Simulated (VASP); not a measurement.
# W (Fm-3m) in VASP: notebook

W is run at these levels: LDA; tasks: single point.

Program: VASP 6.6.1. These are calculated values, not measurements. Logs are shortened: lines on timing, memory, paths and dates and some standing lists are left out, and cuts for length are marked.

**1. The cell of the first run**

The structure is cubic, space group Fm-3m (No. 225). Conventional cell: a = 4.087 Å, b = 4.087 Å, c = 4.087 Å, α = 90.00°, β = 90.00°, γ = 90.00°. W (site symmetry m-3m) has 12 W at 2.89 Å within 3.8 Å.

**2. Single point, LDA**

INCAR

```
PREC = Accurate
ENCUT = 520
EDIFF = 1E-6
ISMEAR = -1
SIGMA = 0.05
LREAL = F
LASPH = T
NELM = 60
ALGO = Normal
ISIF = 2
LWAVE = F
LCHARG = T
LELF = T
LVHAR = T
NBANDS = 13
```

KPOINTS

```
regular mesh
0
Gamma
  11 11 11
```

POSCAR

```
W
1.0
    0.0000000000      2.0434441004      2.0434441004
    2.0434441004      0.0000000000      2.0434441004
    2.0434441004      2.0434441004      0.0000000000
W
1
Direct
    0.0000000000      0.0000000000      0.0000000000
```

Potentials or basis: VASP PAW LDA potentials, release 64 (W_sv).

Run with:

```bash
$ cat potpaw_LDA.64/W_sv/POTCAR > POTCAR
$ mpirun -np 1 vasp_std > vasp.out
```

OUTCAR:

```text
PREC = Accurate
   ENCUT = 520
   EDIFF = 1E-6
   ISMEAR = -1
   LREAL = F
   LASPH = T
   NELM = 60
   ISIF = 2

 ion  position               nearest neighbor table
   1  0.000  0.000  0.000-

  LATTYP: Found a face centered cubic cell.
 ALAT       =     4.0868882008

  Lattice vectors:

 A1 = (   0.0000000000,   2.0434441004,   2.0434441004)
 A2 = (   2.0434441004,   0.0000000000,   2.0434441004)
 A3 = (   2.0434441004,   2.0434441004,   0.0000000000)

Analysis of symmetry for initial positions (statically):
=====================================================================
 Subroutine PRICEL returns:
 Original cell was already a primitive cell.

 Routine SETGRP: Setting up the symmetry group for a
 face centered cubic supercell.

 Subroutine GETGRP returns: Found 48 space group operations
 (whereof 48 operations were pure point group operations)
 out of a pool of 48 trial point group operations.

The static configuration has the point symmetry O_h .

Analysis of symmetry for dynamics (positions and initial velocities):
=====================================================================
 Subroutine PRICEL returns:
 Original cell was already a primitive cell.

 Routine SETGRP: Setting up the symmetry group for a
 face centered cubic supercell.

 Subroutine GETGRP returns: Found 48 space group operations
 (whereof 48 operations were pure point group operations)
 out of a pool of 48 trial point group operations.

The dynamic configuration has the point symmetry O_h .

 Subroutine INISYM returns: Found 48 space group operations
 (whereof 48 operations are pure point group operations),
 and found     1 'primitive' translations

----------------------------------------------------------------------------------------

                                     Primitive cell

  volume of cell :      17.0655

  direct lattice vectors                    reciprocal lattice vectors
     0.000000000  2.043444100  2.043444100    -0.244684941  0.244684941  0.244684941
     2.043444100  0.000000000  2.043444100     0.244684941 -0.244684941  0.244684941
     2.043444100  2.043444100  0.000000000     0.244684941  0.244684941 -0.244684941

  length of vectors
     2.889866361  2.889866361  2.889866361     0.423806750  0.423806750  0.423806750

  position of ions in fractional coordinates (direct lattice)
     0.000000000  0.000000000  0.000000000

  ion indices of the primitive-cell ions
   primitive index   ion index
                 1           1

----------------------------------------------------------------------------------------

 KPOINTS: regular mesh

Automatic generation of k-mesh.
 Grid dimensions read from file:
 generate k-points for:   11   11   11

 Generating k-lattice:

  Cartesian coordinates                     Fractional coordinates (reciprocal lattice)
    -0.022244086  0.022244086  0.022244086     0.090909091  0.000000000  0.000000000
     0.022244086 -0.022244086  0.022244086     0.000000000  0.090909091  0.000000000
     0.022244086  0.022244086 -0.022244086     0.000000000  0.000000000  0.090909091

  Length of vectors
     0.038527886  0.038527886  0.038527886

  Shift w.r.t. Gamma in fractional coordinates (k-lattice)
     0.000000000  0.000000000  0.000000000

 Subroutine IBZKPT returns following result:
 ===========================================

 Found     56 irreducible k-points:

 Following reciprocal coordinates:
            Coordinates               Weight
  0.000000  0.000000  0.000000      1.000000
  0.090909  0.000000  0.000000      8.000000
  0.181818  0.000000  0.000000      8.000000
  0.272727  0.000000  0.000000      8.000000
  0.363636  0.000000  0.000000      8.000000
  0.454545  0.000000  0.000000      8.000000
[... 16 lines left out ...]
 -0.272727  0.181818  0.000000     24.000000
 -0.181818  0.181818  0.000000     12.000000
 [... further k-points ...]
   k-points           NKPTS =     56   k-points in BZ     NKDIM =     56   number of bands    NBANDS=     13
   number of dos      NEDOS =    301   number of ions     NIONS =      1
   total plane-waves  NPLWV =  13824
   dimension x,y,z NGX =    24 NGY =   24 NGZ =   24
   dimension x,y,z NGXF=    48 NGYF=   48 NGZF=   48
   ions per type =               1
   NGX,Y,Z   is equivalent  to a cutoff of  13.81, 13.81, 13.81 a.u.
   NGXF,Y,Z  is equivalent  to a cutoff of  27.61, 27.61, 27.61 a.u.
 SYSTEM =  unknown system
   PREC   = accura    normal or accurate (medium, high low for compatibility)
   ISTART =      0    job   : 0-new  1-cont  2-samecut
   ICHARG =      2    charge: 1-file 2-atom 10-const
   ISPIN  =      1    spin polarized calculation?
   LNONCOLLINEAR =      F non collinear calculations
   LSORBIT =      F    spin-orbit coupling
   LASPH  =      T    aspherical Exc in radial PAW
   ENCUT  =  520.0 eV  38.22 Ry    6.18 a.u.   5.37  5.37  5.37*2*pi/ulx,y,z
   NELM   =     60;   NELMIN=  2; NELMDL= -5     # of ELM steps
   EDIFF  = 0.1E-05   stopping-criterion for ELM
   LREAL  =      F    real-space projection
   EDIFFG = 0.1E-04   stopping-criterion for IOM
   NSW    =      0    number of steps for IOM
   IBRION =     -1    ionic relax: 0-MD 1-quasi-New 2-CG
   NFREE  =      0    steps in history (QN), initial steepest desc. (CG)
   ISIF   =      2    stress and relaxation
   ISYM   =      2    0-nonsym 1-usesym 2-fastsym
   POTIM  = 0.5000    time-step for ionic-motion
   TEBEG  =    0.0;   TEEND  =   0.0 temperature during run
   PSTRESS=    0.0 pullay stress
   NELECT =      14.0000    total number of electrons
   NUPDOWN=      -1.0000    fix difference up-down
   EMIN   =  10.00;   EMAX   =-10.00  energy-range for DOS
   EFERMI =   0.00;   METHOD = LEGACY
   ISMEAR =    -1;   SIGMA  =   0.05  broadening in eV -4-tet -1-fermi 0-gaus
   EFERMI_NEDOS =   21; number of points for ismear=-14 and -15
   IALGO  =     38    algorithm
   IMIX   =      4    mixing-type and parameters
     AMIX     =   0.40;   BMIX     =  1.00
     AMIX_MAG =   1.60;   BMIX_MAG =  1.00
  volume/ion in A,a.u.               =      17.07       115.16
  Fermi-wavevector in a.u.,A,eV,Ry     =   1.532539  2.896078 31.955656  2.348674
  Thomas-Fermi vector in A             =   2.639731
   LORBIT       =      0    0 simple, 1 ext, 2 COOP (PROOUT), +10 PAW based schemes
   GGA     = CA    functional components
   LHFCALC =     F    Hartree Fock is set to
   AEXX    =    0.0000 exact exchange contribution
   IVDW    =     0    specifies the selected vdW correction
   LEPSILON=     F    determine dielectric tensor
   LRPA    =     F    only Hartree local field effects (RPA)
 non-spin polarized calculation
  energy-cutoff  :      520.00
  volume of cell :       17.07
 maximum number of plane-waves:       477
 NGX is ok and might be reduce to    24
   NGX = 11   NGY = 11   NGZ = 11

 number of electron      14.0000001 magnetization

 Free energy of the ion-electron system (eV)
  ---------------------------------------------------
  ext. energy  EPLUGINS =         0.00000000
  ---------------------------------------------------
  free energy    TOTEN  =       -13.53434496 eV

  energy without entropy =      -13.52544106  energy(sigma->0) =      -13.52989301

 E-fermi :   9.8053     XC(G=0): -13.4108

 val. band max:        9.7598304034   @ k =  -0.2727   0.0909   0.0000
 cond. band min:       9.8258775162   @ k =   0.1818   0.0909   0.0000
 fundamental gap:      0.0660471128
 Fermi energy:         9.8053377862

 k-point     1 :       0.0000    0.0000    0.0000
  band No.  band energies     occupation
      1     -63.4874      2.00000
      2     -27.4108      2.00000
      3     -27.4108      2.00000
      4     -27.4108      2.00000
      5       1.1199      2.00000
      6       9.2775      1.99995
      7       9.2775      1.99995
      8       9.2775      1.99995
      9      12.1924      0.00000
     10      12.1924      0.00000
     11      22.6486      0.00000
     12      27.6044      0.00000
     13      27.6044      0.00000

 k-point     2 :       0.0909    0.0000    0.0000
  band No.  band energies     occupation
      1     -63.4802      2.00000
      2     -27.4969      2.00000
      3     -27.4220      2.00000
      4     -27.4220      2.00000
      5       1.4641      2.00000
      6       9.0300      2.00000
      7       9.4321      1.99885
      8       9.4321      1.99885
      9      12.0627      0.00000
     10      12.0627      0.00000
     11      23.3166      0.00000
     12      26.3114      0.00000
     13      28.2440      0.00000

 k-point     3 :       0.1818    0.0000    0.0000
  band No.  band energies     occupation
      1     -63.4608      2.00000
      2     -27.7230      2.00000
      3     -27.4518      2.00000
      4     -27.4518      2.00000
      5       2.3942      2.00000
      6       8.5391      2.00000
      7       9.7033      1.77007
      8       9.7033      1.77007
      9      11.9653      0.00000
     10      11.9653      0.00000
     11      23.9527      0.00000
     12      25.4017      0.00000
     13      30.0124      0.00000

 k-point     4 :       0.2727    0.0000    0.0000
  band No.  band energies     occupation
      1     -63.4353      2.00000
      2     -28.0098      2.00000
      3     -27.4904      2.00000
      4     -27.4904      2.00000
      5       3.5378      2.00000
      6       8.3744      2.00000
      7       9.6313      1.94022
      8       9.6313      1.94022
      9      12.5076      0.00000
     10      12.5076      0.00000
     11      22.3991      0.00000
     12      26.1992      0.00000
     13      32.1109      0.00000

 k-point     5 :       0.3636    0.0000    0.0000
  band No.  band energies     occupation
      1     -63.4117      2.00000
      2     -28.2647      2.00000
      3     -27.5256      2.00000
      4     -27.5256      2.00000
      5       4.2598      2.00000
      6       9.1089      2.00000
      7       9.3140      1.99989
      8       9.3140      1.99989
      9      13.5585      0.00000
     10      13.5585      0.00000
     11      20.9976      0.00000
     12      24.1410      0.00000
     13      30.2090      0.00000

 k-point     6 :       0.4545    0.0000    0.0000
  band No.  band energies     occupation
      1     -63.3977      2.00000
      2     -28.4125      2.00000
      3     -27.5464      2.00000
      4     -27.5464      2.00000
      5       4.4425      2.00000
      6       9.0906      2.00000
      7       9.0906      2.00000
      8      10.2779      0.00016
      9      14.4201      0.00000
     10      14.4201      0.00000
     11      19.7657      0.00000
     12      22.4710      0.00000
     13      28.3315      0.00000

 k-point     7 :       0.0909    0.0909    0.0000
  band No.  band energies     occupation
      1     -63.4778      2.00000
      2     -27.4947      2.00000
      3     -27.4410      2.00000
      4     -27.4410      2.00000
      5       1.5797      2.00000
      6       8.8456      2.00000
      7       9.5532      1.98717
      8       9.5532      1.98717
      9      11.6602      0.00000
     10      12.3457      0.00000
     11      23.5580      0.00000
     12      26.8271      0.00000
     13      27.9092      0.00000
[... 193 lines left out ...]
 k-point    20 :       0.4545    0.1818    0.0000
  band No.  band energies     occupation
      1     -63.3924      2.00000
      2     -28.2693      2.00000
      3     -27.6958      2.00000
      4     -27.6212      2.00000
      5       5.3290      2.00000
      6       7.7021      2.00000
      7       8.7428      2.00000
      8      10.3434      0.00004
      9      14.6590      0.00000
     10      14.9113      0.00000
     11      20.3604      0.00000
     12      24.9861      0.00000
     13      27.0798      0.00000

 k-point    21 :      -0.4545    0.1818    0.0000
  band No.  band energies     occupation
      1     -63.3846      2.00000
      2     -28.3326      2.00000
      3     -27.7531      2.00000
      4     -27.6088      2.00000
      5       5.5176      2.00000
      6       7.7682      2.00000
      7       9.3017      1.99992
      8      10.0951      0.00607
      9      14.3975      0.00000
     10      16.4561      0.00000
     11      18.7460      0.00000
     12      24.5955      0.00000
     13      27.5075      0.00000

 k-point    22 :      -0.3636    0.1818    0.0000
  band No.  band energies     occupation
      1     -63.3892      2.00000
      2     -28.2849      2.00000
      3     -27.7745      2.00000
      4     -27.5733      2.00000
      5       5.5797      2.00000
      6       7.9938      2.00000
      7       8.9197      2.00000
      8      10.0532      0.01397
      9      13.2858      0.00000
     10      16.2344      0.00000
     11      20.1507      0.00000
     12      24.9244      0.00000
     13      26.3752      0.00000

 k-point    23 :      -0.2727    0.1818    0.0000
  band No.  band energies     occupation
      1     -63.4049      2.00000
      2     -28.1500      2.00000
      3     -27.7427      2.00000
      4     -27.5256      2.00000
      5       5.2421      2.00000
      6       7.9864      2.00000
      7       8.5380      2.00000
      8      10.2624      0.00021
      9      11.9290      0.00000
     10      15.4086      0.00000
     11      22.3124      0.00000
     12      25.7907      0.00000
     13      26.9588      0.00000

 k-point    24 :      -0.1818    0.1818    0.0000
  band No.  band energies     occupation
      1     -63.4267      2.00000
      2     -27.9828      2.00000
      3     -27.6520      2.00000
      4     -27.4807      2.00000
      5       4.1799      2.00000
      6       7.8418      2.00000
      7       9.2051      1.99999
      8      10.6940      0.00000
      9      10.7771      0.00000
     10      14.0587      0.00000
     11      23.8337      0.00000
     12      27.3648      0.00000
     13      28.0667      0.00000

 [... further k-points ...]
[... 5 lines left out ...]
  --------------------------------------------------------------------------------------
  -------------------------------------------------------------------------------------
  Total       -2.2348006     -2.2348006     -2.2348006      0.0000000     -0.0000000      0.0000000
  in kB     -209.8123676   -209.8123676   -209.8123676      0.0000000     -0.0000000      0.0000000
  external PRESSURE =    -209.8123676 kB  Pullay stress =       0.0000000 kB

 VOLUME and BASIS-vectors are now :
 -----------------------------------------------------------------------------
  energy-cutoff  :      520.00
  volume of cell :       17.07
      direct lattice vectors                 reciprocal lattice vectors
     0.000000000  2.043444100  2.043444100    -0.244684941  0.244684941  0.244684941
     2.043444100  0.000000000  2.043444100     0.244684941 -0.244684941  0.244684941
     2.043444100  2.043444100  0.000000000     0.244684941  0.244684941 -0.244684941

 POSITION                                       TOTAL-FORCE (eV/Angst)
 -----------------------------------------------------------------------------------
      0.00000      0.00000      0.00000         0.000000      0.000000      0.000000
 -----------------------------------------------------------------------------------
    total drift:                               -0.000000      0.000000      0.000000

  FREE ENERGIE OF THE ION-ELECTRON SYSTEM (eV)
  ---------------------------------------------------
  free  energy   TOTEN  =       -13.5343449641 eV

  energy  without entropy=      -13.5254410593  energy(sigma->0) =      -13.52989301
```

Run time: 5.3 s. Hardware: 1 thread of AMD EPYC 9R45 (Zen 5), shared host; peak memory 0.1 GiB.

What came out:

- Free energy: -13.5343 eV
- Pressure: -21.0 GPa
- Band gap on the k mesh: zero (band 7 reaches 12.41 eV, above the bottom of band 8 at 9.28 eV)

Caveat: spin-orbit coupling is left out, which moves the levels of the heavy elements.

(Continued in part 2 of 2.)
